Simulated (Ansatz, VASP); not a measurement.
## Ge: VASP beside Ansatz

File POSCAR:

```
Ge
1.0
    0.0000000000      2.8289100000      2.8289100000
    2.8289100000      0.0000000000      2.8289100000
    2.8289100000      2.8289100000      0.0000000000
Ge
2
Direct
    0.7500000000      0.7500000000      0.7500000000
    0.5000000000      0.5000000000      0.5000000000
```

Contents of INCAR.step1:

```
  PREC = Accurate
  ENCUT = 520
  EDIFF = 1E-5
  ISMEAR = -1
  SIGMA = 0.05
  LREAL = False
  LASPH = True
  NELM = 60
  ALGO = Normal
  ISIF = 2
  LWAVE = True
  LCHARG = False
  NBANDS = 21
  GGA = PE
  LUSENCCL = False
```

Contents of INCAR.step2:

```
  PREC = Accurate
  ENCUT = 520
  EDIFF = 1E-6
  ISMEAR = -1
  SIGMA = 0.05
  LREAL = False
  LASPH = True
  NELM = 60
  ALGO = Normal
  ISIF = 2
  LWAVE = False
  LCHARG = False
  GGA = PS
  LHFCALC = True
  AEXX = 0.25
  HFSCREEN = 0.207
  PRECFOCK = Normal
  NBANDS = 21
  ISTART = 1
  LUSENCCL = False
```

Contents of KPOINTS:

```
regular mesh
0
Gamma
  5 5 5
```

File input.yaml:

```yaml
crystal:
  lattice:
    - [0.0, 2.82891, 2.82891]
    - [2.82891, 0.0, 2.82891]
    - [2.82891, 2.82891, 0.0]
  atoms:
    - { symbol: Ge, position: [0.75, 0.75, 0.75] }
    - { symbol: Ge, position: [0.5, 0.5, 0.5] }
hamiltonian:
  xc:
    exchange: hjs_pbesol
    correlation: pbesol
    exx: { coeff: 0.25, omega: 0.207 }
  pseudopotentials: { kind: paw }
kpoints:
  mp_grid: { grid: [5, 5, 5] }
  band_path:
    path:
      - [[0.0, 0.0, 0.0], [0.5, 0.0, 0.5], [0.5, 0.25, 0.75], [0.375, 0.375, 0.75], [0.0, 0.0, 0.0], [0.5, 0.5, 0.5], [0.625, 0.25, 0.625], [0.5, 0.25, 0.75], [0.5, 0.5, 0.5], [0.375, 0.375, 0.75]]
      - [[0.625, 0.25, 0.625], [0.5, 0.0, 0.5]]
    npoints: 4
scf:
  occupations: { method: fermi_dirac, width: 0.05 }
  n_extra_bands: 6
output:
  forces: true
  stress: true
  eigenvalues: true
  fatbands: false
```

Alike in both runs: functional PBEsol-based screened hybrid; k mesh 5 × 5 × 5; occupations fermi-dirac, width 0.05 eV; no spin polarisation.

|  | VASP | Ansatz |
| --- | --- | --- |
| version | VASP 6.6.1 | Ansatz 0.2.0 |
| potentials or method | VASP PAW PBE potentials, release 64 (Ge_d) | Ansatz PAW |
| plane-wave cutoff (eV) | 520 | 420 |
| valence electrons in the cell | 28 | 28 |
| task | single point | band structure |

```tsv
	VASP	Ansatz	Ansatz less VASP
gap on the k mesh at the Fermi level (eV)	0.83	0.81	-0.020
least direct gap on the mesh (eV)	0.83	0.81	-0.020
pressure (GPa)	-1.0	-1.0	-0.02
```

VASP's potentials were made for PBE, not for PBEsol-based screened hybrid. The functional is the same, so the differences come from potentials, cutoffs and numerics.
